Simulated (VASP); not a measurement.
# K (Im-3m) in VASP: notebook, part 2 of 2

VASP 6.6.1. Earlier steps stand in the parts before.

### Step 3. Relaxation of cell and atoms, PBEsol

Input file INCAR:

```
SYSTEM = K
PREC = Accurate ; ENCUT = 600
EDIFF = 1E-7 ; ISMEAR = -1
SIGMA = 0.05 ; LREAL = .FALSE.
LASPH = .TRUE. ; NELM = 60
ALGO = Normal ; ISIF = 3
LWAVE = .FALSE. ; LCHARG = .FALSE.
GGA = PS ; IBRION = 2
NSW = 100 ; EDIFFG = -0.002
```

Input file KPOINTS:

```
Automatic mesh
0
G
  16 16 16
  0 0 0
```

Input file POSCAR:

```
K
1.0
   -2.6125000000      2.6125000000      2.6125000000
    2.6125000000     -2.6125000000      2.6125000000
    2.6125000000      2.6125000000     -2.6125000000
K
1
Direct
    0.0000000000      0.0000000000      0.0000000000
```

Potentials or basis: VASP PAW PBE potentials, release 64 (K_sv).

Command:

```sh
cat potpaw_PBE.64/K_sv/POTCAR > POTCAR
mpirun -np 1 vasp_std > vasp.out
```

OUTCAR:

```text
SYSTEM = K
   PREC = Accurate
   ENCUT = 600
   EDIFF = 1E-7
   ISMEAR = -1
   LREAL = .FALSE.
   LASPH = .TRUE.
   NELM = 60
   ISIF = 3
   GGA = PS
   IBRION = 2
   NSW = 100
   EDIFFG = -0.002

 ion  position               nearest neighbor table
   1  0.000  0.000  0.000-

  LATTYP: Found a body centered cubic cell.
 ALAT       =     5.2250000000

  Lattice vectors:

 A1 = (  -2.6125000000,   2.6125000000,   2.6125000000)
 A2 = (   2.6125000000,  -2.6125000000,   2.6125000000)
 A3 = (   2.6125000000,   2.6125000000,  -2.6125000000)

Analysis of symmetry for initial positions (statically):
=====================================================================
 Subroutine PRICEL returns:
 Original cell was already a primitive cell.

[... 244 lines left out ...]

  energy without entropy =       -1.13052626  energy(sigma->0) =       -1.13361426

 E-fermi :  -0.0844     XC(G=0):  -5.7871

 val. band max:       -0.0863776586   @ k =   0.3125   0.1875   0.0000
 cond. band min:      -0.0612932708   @ k =  -0.4375   0.4375   0.0625
 fundamental gap:      0.0250843878
 Fermi energy:        -0.0844384069

 k-point     1 :       0.0000    0.0000    0.0000
  band No.  band energies     occupation
      1     -32.0594      2.00000
      2     -15.5669      2.00000
      3     -15.5669      2.00000
      4     -15.5669      2.00000
      5      -2.2993      2.00000
      6       4.2417      0.00000
      7       4.2417      0.00000
      8       4.2417      0.00000
[... 243 lines left out ...]
 k-point    24 :       0.2500    0.1875   -0.0000
  band No.  band energies     occupation
      1     -32.0550      2.00000
      2     -15.6278      2.00000
      3     -15.5920      2.00000
      4     -15.5733      2.00000
      5      -0.5820      1.99990
      6       2.0647      0.00000
      7       2.7087      0.00000
      8       4.8405      0.00000

 [... further k-points ...]
[... 5 lines left out ...]
  --------------------------------------------------------------------------------------
  -------------------------------------------------------------------------------------
  Total       -0.0002543     -0.0002543     -0.0002543      0.0000000      0.0000000      0.0000000
  in kB       -0.0057428     -0.0057428     -0.0057428      0.0000000      0.0000000      0.0000000
  external PRESSURE =      -0.0057428 kB  Pullay stress =       0.0000000 kB
[... 16 lines left out ...]
  FREE ENERGIE OF THE ION-ELECTRON SYSTEM (eV)
  ---------------------------------------------------
  free  energy   TOTEN  =        -1.1367022559 eV

  energy  without entropy=       -1.1305262639  energy(sigma->0) =       -1.13361426

 reached required accuracy - stopping structural energy minimisation
```

OSZICAR:

```text
N       E                     dE             d eps       ncg     rms          rms(c)
DAV:   1     0.508311822290E+02    0.50831E+02   -0.39228E+03  2320   0.963E+02
DAV:   2     0.449888516808E+00   -0.50381E+02   -0.50096E+02  2352   0.224E+02
DAV:   3    -0.111376203168E+01   -0.15637E+01   -0.15612E+01  3872   0.368E+01
[... 22 lines left out ...]
DAV:   3    -0.113667148714E+01    0.25078E-03   -0.88557E-04  3288   0.281E-01    0.756E-02
DAV:   4    -0.113669370935E+01   -0.22222E-04   -0.68092E-05  3816   0.707E-02    0.225E-02
DAV:   5    -0.113670125934E+01   -0.75500E-05   -0.44366E-05  3552   0.455E-02    0.628E-03
DAV:   6    -0.113670209529E+01   -0.83595E-06   -0.95362E-07  3808   0.903E-03    0.180E-03
DAV:   7    -0.113670226028E+01   -0.16499E-06   -0.25068E-08  1776   0.165E-03    0.364E-04
DAV:   8    -0.113670225591E+01    0.43763E-08   -0.72442E-09  1488   0.744E-04
   3 F= -.11367023E+01 E0= -.11336143E+01  d E =-.261238E-04
```

CONTCAR:

```text
K
   1.00000000000000
    -2.6078524209438543    2.6078524209438543    2.6078524209438543
     2.6078524209438543   -2.6078524209438543    2.6078524209438543
     2.6078524209438543    2.6078524209438543   -2.6078524209438543
  K
     1
Direct
     0.0000000000000000    0.0000000000000000    0.0000000000000000

  0.00000000E+00  0.00000000E+00  0.00000000E+00
```

Wall time 2.6 min (1 thread of Intel Xeon 6975P-C, shared host); peak memory 0.28 GiB.

What came out:

* Free energy: -1.1367 eV
* Relaxed volume: 70.94 Å³/atom
* Relaxed cell: a = 4.517 Å, b = 4.517 Å, c = 4.517 Å, α = 109.47°, β = 109.47°, γ = 109.47°
* Space group after relaxing (to 0.05 Å): Im-3m (No. 229)
* Energy gained by relaxing: 0.0 meV/atom
* Ionic steps: 3
* Pressure after relaxing: 0.0 GPa

Final structure:
```
K
1.0
    -2.60785    2.60785    2.60785
     2.60785   -2.60785    2.60785
     2.60785    2.60785   -2.60785
K
1
Direct
  0.00000 0.00000 0.00000
```

Levels at points of the mesh, in eV from the Fermi level:
```csv
k point,band 1,band 2,band 3,band 4,band 5,band 6,band 7,band 8
"(0.00, 0.00, 0.00)",-31.97,-15.48,-15.48,-15.48,-2.21,4.33,4.33,4.33
"(0.50, 0.00, 0.00)",-31.97,-15.56,-15.51,-15.48,0.44,0.70,3.17,4.95
"(0.50, 0.50, 0.50)",-31.97,-15.54,-15.54,-15.54,1.65,1.65,3.56,3.56
```

Caveat: the PAW data sets were made with another functional, which shifts forces and pressure a little.

### Step 4. Relaxation of cell and atoms, PBEsol, target pressure 1 GPa, at which the enthalpy is minimised

Input file INCAR:

```
SYSTEM = K
ALGO = Normal ; EDIFF = 1E-7
EDIFFG = -0.002 ; ENCUT = 600
GGA = PS ; IBRION = 2
ISIF = 3 ; ISMEAR = -1
LASPH = .True. ; LCHARG = .False.
LREAL = .False. ; LWAVE = .False.
NELM = 100 ; NSW = 100
PREC = Accurate ; PSTRESS = 10.0
SIGMA = 0.05
```

Input file KPOINTS:

```
k-points
0
Gamma
  16 16 16
  0 0 0
```

POSCAR is that of step 3.

Command:

```sh
cat potpaw_PBE.64/K_sv/POTCAR > POTCAR
mpirun -np 1 vasp_std > vasp.out
```

Run time: 8.1 min. Hardware: 1 thread of Intel Xeon 6975P-C, shared host; peak memory 0.28 GiB.

The run converged. Its results:

```yaml
Free_energy: -1.1041 eV
Relaxed_volume: 58.77 Å³/atom
Relaxed_cell: a = 4.242 Å, b = 4.242 Å, c = 4.242 Å, α = 109.47°, β = 109.47°, γ = 109.47°
Space_group_after_relaxing_to_0.05_Å: Im-3m (No. 229)
Energy_change_on_relaxing_the_enthalpy_is_what_falls: +32.5 meV/atom
Ionic_steps: 18
Pressure_after_relaxing: 1.0 GPa
```

Step by step:
| step | energy change (eV) | largest force (eV/Å) | pressure (GPa) | volume (Å³) |
| --- | --- | --- | --- | --- |
| 1 | 0.0000 | 0.0000 | -0.02 | 71.32 |
| 2 | 0.0031 | 0.0000 | 0.25 | 66.73 |
| 3 | 0.0226 | 0.0000 | 0.79 | 60.55 |
| 4 | 0.0339 | 0.0000 | 1.02 | 58.55 |
| 5 | 0.0324 | 0.0000 | 0.99 | 58.78 |
| 6 | 0.0324 | 0.0000 | 0.99 | 58.78 |
| 7 | 0.0324 | 0.0000 | 0.99 | 58.78 |
| 8 | 0.0324 | 0.0000 | 0.99 | 58.78 |
| 9 | 0.0324 | 0.0000 | 0.99 | 58.78 |
| 10 | 0.0324 | 0.0000 | 0.99 | 58.78 |
| 11 | 0.0324 | 0.0000 | 0.99 | 58.78 |
| 12 | 0.0324 | 0.0000 | 0.99 | 58.78 |
| 13 | 0.0324 | 0.0000 | 0.99 | 58.78 |
| 14 | 0.0324 | 0.0000 | 0.99 | 58.78 |
| 15 | 0.0324 | 0.0000 | 0.99 | 58.78 |
| 16 | 0.0324 | 0.0000 | 0.99 | 58.78 |
| 17 | 0.0325 | 0.0000 | 0.99 | 58.78 |
| 18 | 0.0325 | 0.0000 | 1.00 | 58.77 |

Final structure:
```cif
data_structure
_symmetry_space_group_name_H-M 'P 1'
_symmetry_Int_Tables_number 1
_cell_length_a 4.2421
_cell_length_b 4.2421
_cell_length_c 4.2421
_cell_angle_alpha 109.471
_cell_angle_beta 109.471
_cell_angle_gamma 109.471
_cell_volume 58.77
loop_
_atom_site_label
_atom_site_type_symbol
_atom_site_fract_x
_atom_site_fract_y
_atom_site_fract_z
_atom_site_occupancy
K1 K 0.00000 0.00000 0.00000 1
```

Levels at points of the mesh, in eV from the Fermi level:
| k point | band 1 | band 2 | band 3 | band 4 | band 5 | band 6 | band 7 | band 8 |
| --- | --- | --- | --- | --- | --- | --- | --- | --- |
| (0.00, 0.00, 0.00) | -31.89 | -15.37 | -15.37 | -15.37 | -2.50 | 4.49 | 4.49 | 4.49 |
| (0.50, 0.00, 0.00) | -31.88 | -15.52 | -15.42 | -15.37 | 0.40 | 0.83 | 3.20 | 5.34 |
| (0.50, 0.50, 0.50) | -31.87 | -15.48 | -15.48 | -15.48 | 1.51 | 1.51 | 4.12 | 4.12 |

Caveat: the cell is relaxed towards a set pressure, so the enthalpy falls and the energy may rise; the volume moved by over 15 % at a fixed basis, so the end points are rough; the PAW data sets were made with another functional, which shifts forces and pressure a little.

### Step 5. Summary

| task | cell | cutoff (eV) | gap on the mesh (eV) | pressure (GPa) |
| --- | --- | --- | --- | --- |
| single point | as given | 520 | none | 0.0 |
| relaxation of cell and atoms | relaxed | 600 | none | 0.0 |
| relaxation of cell and atoms | relaxed to 1 GPa | 600 | none | 1.0 |

Alike in all rows: level PBEsol; potentials or basis VASP PAW PBE potentials, release 64 (K_sv); no spin polarisation; k mesh 16 × 16 × 16; smearing fermi-dirac 0.05 eV.

Caveats: the PAW data sets were made with another functional, which shifts forces and pressure a little; the cell is relaxed towards a set pressure, so the enthalpy falls and the energy may rise (some runs); the volume moved by over 15 % at a fixed basis, so the end points are rough (some runs).

Total energies depend on the potentials used, so only differences within one code and one set of settings carry meaning.
